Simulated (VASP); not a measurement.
# B (Cmcm) in VASP: further runs

B is run at these levels: LDA; tasks: single point.

Everything below comes from runs of VASP 6.6.1. Logs are shortened: lines on timing, memory, paths and dates and some standing lists are left out, and cuts for length are marked.

## 1. The cell of the first run

It takes space group Cmcm (No. 63, orthorhombic). The conventional cell has a = 1.549 Å, b = 6.926 Å, c = 2.702 Å, α = 90.00°, β = 90.00°, γ = 90.00°. Within 2.1 Å of B (site symmetry m2m) lie 6 B at 1.55 to 1.75 Å.

## 2. Single point, LDA (volume scaled by 0.88)

Contents of INCAR:

```
SYSTEM = B
PREC = Accurate
ENCUT = 520
EDIFF = 1E-6
ISMEAR = -1
SIGMA = 0.1
LREAL = .FALSE.
LASPH = .TRUE.
NELM = 80
ALGO = Normal
ISIF = 2
LWAVE = .FALSE.
LCHARG = .TRUE.
GGA = CA
LELF = .TRUE.
LVHAR = .TRUE.
NBANDS = 10
```

Contents of KPOINTS:

```
Automatic mesh
0
G
  22 22 13
  0 0 0
```

Contents of POSCAR:

```
B
1.0
   -2.3596682110      2.5374408475      0.7641197056
    2.5374408475     -2.3596682110      0.7641197056
    1.8849228951      1.8849228951     -0.4385287962
B
2
Direct
    0.0679677043      0.9320322957      0.0000000000
    0.6820322957      0.3179677043      0.5000000000
```

Potentials or basis: VASP PAW LDA potentials, release 64 (B).

Command:

```sh
> cat potpaw_LDA.64/B/POTCAR > POTCAR
> mpirun -np 1 vasp_std > vasp.out
```

OUTCAR:

```text
SYSTEM = B
   PREC = Accurate
   ENCUT = 520
   EDIFF = 1E-6
   ISMEAR = -1
   LREAL = .FALSE.
   LASPH = .TRUE.
   NELM = 80
   ISIF = 2
   GGA = CA

 ion  position               nearest neighbor table
   1  0.068  0.932  0.000-   2 1.75   2 1.75   2 1.75   2 1.75
   2  0.682  0.318  0.500-   1 1.75   1 1.75   1 1.75   1 1.75

  LATTYP: Found a base centered orthorhombic cell.
 ALAT       =     1.5487807845
 B/A-ratio  =     4.4716192996
 C/A-ratio  =     1.7442840871

  Lattice vectors:

 A1 = (  -2.3596682110,   2.5374408475,   0.7641197056)
 A2 = (   2.5374408475,  -2.3596682110,   0.7641197056)
 A3 = (   1.8849228951,   1.8849228951,  -0.4385287962)

Analysis of symmetry for initial positions (statically):
=====================================================================
 Subroutine PRICEL returns:
 Original cell was already a primitive cell.

 Routine SETGRP: Setting up the symmetry group for a
 base centered orthorhombic supercell.

 Subroutine GETGRP returns: Found  8 space group operations
 (whereof  4 operations were pure point group operations)
 out of a pool of  8 trial point group operations.

The static configuration has the point symmetry C_2v.
 The point group associated with its full space group is D_2h.

Analysis of symmetry for dynamics (positions and initial velocities):
=====================================================================
 Subroutine PRICEL returns:
 Original cell was already a primitive cell.

 Routine SETGRP: Setting up the symmetry group for a
 base centered orthorhombic supercell.

 Subroutine GETGRP returns: Found  8 space group operations
 (whereof  4 operations were pure point group operations)
 out of a pool of  8 trial point group operations.

The dynamic configuration has the point symmetry C_2v.
 The point group associated with its full space group is D_2h.

 Subroutine INISYM returns: Found  8 space group operations
 (whereof  4 operations are pure point group operations),
 and found     1 'primitive' translations

----------------------------------------------------------------------------------------

                                     Primitive cell

  volume of cell :      14.4884

  direct lattice vectors                    reciprocal lattice vectors
    -2.359668211  2.537440848  0.764119706    -0.027989488  0.176212622  0.637105663
     2.537440848 -2.359668211  0.764119706     0.176212622 -0.027989488  0.637105663
     1.884922895  1.884922895 -0.438528796     0.258273159  0.258273159 -0.060087314

  length of vectors
     3.548312140  3.548312140  2.701513677     0.661617658  0.661617658  0.370162849

  position of ions in fractional coordinates (direct lattice)
     0.067967704  0.932032296  1.000000000
     0.682032296  0.317967704  0.500000000

  ion indices of the primitive-cell ions
   primitive index   ion index
                 1           1
                 2           2

----------------------------------------------------------------------------------------

 KPOINTS: Automatic mesh

Automatic generation of k-mesh.
 Grid dimensions read from file:
 generate k-points for:   22   22   13

 Generating k-lattice:

  Cartesian coordinates                     Fractional coordinates (reciprocal lattice)
    -0.001272249  0.008009665  0.028959348     0.045454545 -0.000000000  0.000000000
     0.008009665 -0.001272249  0.028959348    -0.000000000  0.045454545  0.000000000
     0.019867166  0.019867166 -0.004622101     0.000000000  0.000000000  0.076923077

  Length of vectors
     0.030073530  0.030073530  0.028474065

  Shift w.r.t. Gamma in fractional coordinates (k-lattice)
     0.000000000  0.000000000  0.000000000

 Subroutine IBZKPT returns following result:
 ===========================================

 Found    931 irreducible k-points:

 Following reciprocal coordinates:
            Coordinates               Weight
  0.000000  0.000000  0.000000      1.000000
  0.045455 -0.000000  0.000000      4.000000
  0.090909 -0.000000  0.000000      4.000000
  0.136364 -0.000000 -0.000000      4.000000
  0.181818 -0.000000  0.000000      4.000000
  0.227273 -0.000000 -0.000000      4.000000
[... 16 lines left out ...]
  0.500000  0.045455 -0.000000      4.000000
 -0.454545  0.045455  0.000000      4.000000
 [... further k-points ...]
   k-points           NKPTS =    931   k-points in BZ     NKDIM =    931   number of bands    NBANDS=     10
   number of dos      NEDOS =    301   number of ions     NIONS =      2
   total plane-waves  NPLWV =  15680
   dimension x,y,z NGX =    28 NGY =   28 NGZ =   20
   dimension x,y,z NGXF=    56 NGYF=   56 NGZF=   40
   ions per type =               2
   NGX,Y,Z   is equivalent  to a cutoff of  13.12, 13.12, 12.31 a.u.
   NGXF,Y,Z  is equivalent  to a cutoff of  26.24, 26.24, 24.62 a.u.
 SYSTEM =  B
   PREC   = accura    normal or accurate (medium, high low for compatibility)
   ISTART =      0    job   : 0-new  1-cont  2-samecut
   ICHARG =      2    charge: 1-file 2-atom 10-const
   ISPIN  =      1    spin polarized calculation?
   LNONCOLLINEAR =      F non collinear calculations
   LSORBIT =      F    spin-orbit coupling
   LASPH  =      T    aspherical Exc in radial PAW
   ENCUT  =  520.0 eV  38.22 Ry    6.18 a.u.   6.60  6.60  5.02*2*pi/ulx,y,z
   NELM   =     80;   NELMIN=  2; NELMDL= -5     # of ELM steps
   EDIFF  = 0.1E-05   stopping-criterion for ELM
   LREAL  =      F    real-space projection
   EDIFFG = 0.1E-04   stopping-criterion for IOM
   NSW    =      0    number of steps for IOM
   IBRION =     -1    ionic relax: 0-MD 1-quasi-New 2-CG
   NFREE  =      0    steps in history (QN), initial steepest desc. (CG)
   ISIF   =      2    stress and relaxation
   ISYM   =      2    0-nonsym 1-usesym 2-fastsym
   POTIM  = 0.5000    time-step for ionic-motion
   TEBEG  =    0.0;   TEEND  =   0.0 temperature during run
   PSTRESS=    0.0 pullay stress
   NELECT =       6.0000    total number of electrons
   NUPDOWN=      -1.0000    fix difference up-down
   EMIN   =  10.00;   EMAX   =-10.00  energy-range for DOS
   EFERMI =   0.00;   METHOD = LEGACY
   ISMEAR =    -1;   SIGMA  =   0.10  broadening in eV -4-tet -1-fermi 0-gaus
   EFERMI_NEDOS =   21; number of points for ismear=-14 and -15
   IALGO  =     38    algorithm
   IMIX   =      4    mixing-type and parameters
     AMIX     =   0.40;   BMIX     =  1.00
     AMIX_MAG =   1.60;   BMIX_MAG =  1.00
  volume/ion in A,a.u.               =       7.24        48.89
  Fermi-wavevector in a.u.,A,eV,Ry     =   1.220257  2.305951 20.259442  1.489027
  Thomas-Fermi vector in A             =   2.355481
   LORBIT       =      0    0 simple, 1 ext, 2 COOP (PROOUT), +10 PAW based schemes
   GGA     = CA    functional components
   LHFCALC =     F    Hartree Fock is set to
   AEXX    =    0.0000 exact exchange contribution
   IVDW    =     0    specifies the selected vdW correction
   LEPSILON=     F    determine dielectric tensor
   LRPA    =     F    only Hartree local field effects (RPA)
 non-spin polarized calculation
  energy-cutoff  :      520.00
  volume of cell :       14.49
 maximum number of plane-waves:       404
   NGX = 13   NGY = 13   NGZ = 11

 number of electron       6.0000000 magnetization

 Free energy of the ion-electron system (eV)
  ---------------------------------------------------
  ext. energy  EPLUGINS =         0.00000000
  ---------------------------------------------------
  free energy    TOTEN  =       -13.73954752 eV

  energy without entropy =      -13.73014945  energy(sigma->0) =      -13.73484849

 E-fermi :   6.4644     XC(G=0): -11.5194

 val. band max:        6.4583207099   @ k =  -0.2727   0.2273   0.1538
 cond. band min:       6.4703422858   @ k =   0.1818   0.1364  -0.0000
 fundamental gap:      0.0120215759
 Fermi energy:         6.4644261056

 k-point     1 :       0.0000    0.0000    0.0000
  band No.  band energies     occupation
      1     -10.8906      2.00000
      2       0.5002      2.00000
      3       0.7831      2.00000
      4       3.3666      2.00000
      5      10.6503      0.00000
      6      16.3817      0.00000
      7      20.7106      0.00000
      8      24.3537      0.00000
      9      26.3374      0.00000
     10      30.9992      0.00000

 k-point     2 :       0.0455   -0.0000    0.0000
  band No.  band energies     occupation
      1     -10.8003      2.00000
      2       0.6245      2.00000
      3       0.8271      2.00000
      4       3.5496      2.00000
      5      10.6476      0.00000
      6      16.4756      0.00000
      7      20.7129      0.00000
      8      24.3994      0.00000
      9      26.4950      0.00000
     10      30.3202      0.00000

 k-point     3 :       0.0909   -0.0000    0.0000
  band No.  band energies     occupation
      1     -10.5304      2.00000
      2       0.9724      2.00000
      3       0.9972      2.00000
      4       4.0788      2.00000
      5      10.6299      0.00000
      6      16.7556      0.00000
      7      20.7072      0.00000
      8      24.4774      0.00000
      9      26.9655      0.00000
     10      28.8278      0.00000

 k-point     4 :       0.1364   -0.0000   -0.0000
  band No.  band energies     occupation
      1     -10.0835      2.00000
      2       1.2416      2.00000
      3       1.6173      2.00000
      4       4.9101      2.00000
      5      10.5709      0.00000
      6      17.2145      0.00000
      7      20.6552      0.00000
      8      24.2942      0.00000
      9      27.5287      0.00000
     10      27.7413      0.00000
[... 222 lines left out ...]
 k-point    22 :       0.4545    0.0455   -0.0000
  band No.  band energies     occupation
      1      -1.3484      2.00000
      2      -1.1293      2.00000
      3      11.7718      0.00000
      4      14.6667      0.00000
      5      14.7918      0.00000
      6      14.8185      0.00000
      7      19.1888      0.00000
      8      19.3190      0.00000
      9      21.8127      0.00000
     10      26.9174      0.00000

 k-point    23 :       0.5000    0.0455   -0.0000
  band No.  band energies     occupation
      1      -2.6549      2.00000
      2       0.1506      2.00000
      3      10.7745      0.00000
      4      12.5014      0.00000
      5      15.6173      0.00000
      6      16.9409      0.00000
      7      18.4679      0.00000
      8      19.6239      0.00000
      9      22.3987      0.00000
     10      27.4086      0.00000

 k-point    24 :      -0.4545    0.0455    0.0000
  band No.  band energies     occupation
      1      -4.0597      2.00000
      2       1.4059      2.00000
      3       9.5760      0.00000
      4      10.3363      0.00000
      5      15.4841      0.00000
      6      18.2890      0.00000
      7      18.8115      0.00000
      8      19.6861      0.00000
      9      23.2797      0.00000
     10      28.8170      0.00000

 [... further k-points ...]
[... 5 lines left out ...]
  --------------------------------------------------------------------------------------
  -------------------------------------------------------------------------------------
  Total        1.7576077      1.7576077      5.3651272      1.0023257      0.3114783      0.3114783
  in kB      194.3616676    194.3616676    593.2922856    110.8402662     34.4442313     34.4442313
  external PRESSURE =     327.3385403 kB  Pullay stress =       0.0000000 kB

 VOLUME and BASIS-vectors are now :
 -----------------------------------------------------------------------------
  energy-cutoff  :      520.00
  volume of cell :       14.49
      direct lattice vectors                 reciprocal lattice vectors
    -2.359668211  2.537440848  0.764119706    -0.027989488  0.176212622  0.637105663
     2.537440848 -2.359668211  0.764119706     0.176212622 -0.027989488  0.637105663
     1.884922895  1.884922895 -0.438528796     0.258273159  0.258273159 -0.060087314

 POSITION                                       TOTAL-FORCE (eV/Angst)
 -----------------------------------------------------------------------------------
      2.20460     -2.02682      0.76412         0.409702     -0.409702      0.000000
      0.13992      1.92278      0.54486        -0.409702      0.409702     -0.000000
 -----------------------------------------------------------------------------------
    total drift:                               -0.000000     -0.000000     -0.000000

  FREE ENERGIE OF THE ION-ELECTRON SYSTEM (eV)
  ---------------------------------------------------
  free  energy   TOTEN  =       -13.7395475248 eV

  energy  without entropy=      -13.7301494474  energy(sigma->0) =      -13.73484849
```

Run time: 59 s. Hardware: 1 thread of Intel Xeon 6975P-C (Granite Rapids), shared host; peak memory 0.22 GiB.

Results:

- Free energy: -13.7395 eV
- Pressure: 32.7 GPa
- Largest force: 0.579 eV/Å
- Band gap on the k mesh: zero (band 3 reaches 12.40 eV, above the bottom of band 4 at 1.79 eV)

Forces in eV/Å, atoms in the order of the input:
```
B    0.410 -0.410  0.000
B   -0.410  0.410  0.000
```

Levels at points of the mesh, in eV from the Fermi level:
```tsv
k point	band 1	band 2	band 3	band 4	band 5	band 6	band 7
(0.00, 0.00, 0.00)	-17.36	-5.96	-5.68	-3.10	4.19	9.92	14.25
(0.50, 0.00, 0.00)	-7.81	-7.60	5.32	8.20	8.28	8.35	12.73
(0.50, 0.50, 0.00)	-16.81	-9.59	-5.75	2.54	4.66	7.86	13.31
```

[end of part 1 of 2]
